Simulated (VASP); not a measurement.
## NaCl: single point with PBEsol

The system is NaCl.

```
CELL_PARAMETERS angstrom
3.48163 -0.03502 -0.03502
-0.03502 3.48163 0.03502
-0.03502 0.03502 3.48163
ATOMIC_POSITIONS crystal
Na 0.00000 0.00000 0.00000
Cl 0.50000 0.50000 0.50000
```

This cell differs from its parent crystal: strained.

* Program: VASP 6.6.1
* Task: single point
* Functional: PBEsol
* Potentials or basis: VASP PAW PBE potentials, release 64 (Na_pv, Cl)
* Cutoff: 520 eV
* k mesh: 6 × 6 × 6
* Occupations: gaussian, width 0.02 eV
* Spin: no spin polarisation

```
Pressure               : -0.8 GPa
Band gap on the k mesh : 3.90 eV, indirect (least direct gap 4.35 eV)
```

Stress tensor (GPa, compression positive):
```
-0.78 -0.06 -0.06
-0.06 -0.78  0.06
-0.06  0.06 -0.78
```

Levels at points of the mesh, in eV from the valence-band top:
```csv
k point,band 3,band 4,band 5,band 6,band 7,band 8,band 9,band 10,band 11,band 12
"(0.00, 0.00, 0.00)",-21.86,-13.43,-0.54,-0.54,-0.46,3.90,8.40,8.40,15.50,15.87
"(0.50, 0.00, 0.00)",-21.85,-13.05,-3.08,-0.30,-0.24,6.80,8.62,10.36,11.80,11.86
"(0.50, 0.50, 0.00)",-21.85,-12.77,-2.39,-2.34,0.00,5.43,9.76,10.88,11.11,12.53
"(0.50, 0.50, 0.50)",-21.89,-12.48,-1.97,-1.91,-1.91,6.79,7.06,7.06,11.81,15.59
```

Wall time 14 s on 1 thread of Intel(R) Xeon(R) Platinum 8488C (Sapphire Rapids), on a shared host, peak memory 0.15 GiB.

Caveat: the cell differs from its parent crystal (strained); the PAW data sets were made with another functional, which shifts forces and pressure a little. A k mesh can miss the band edges.
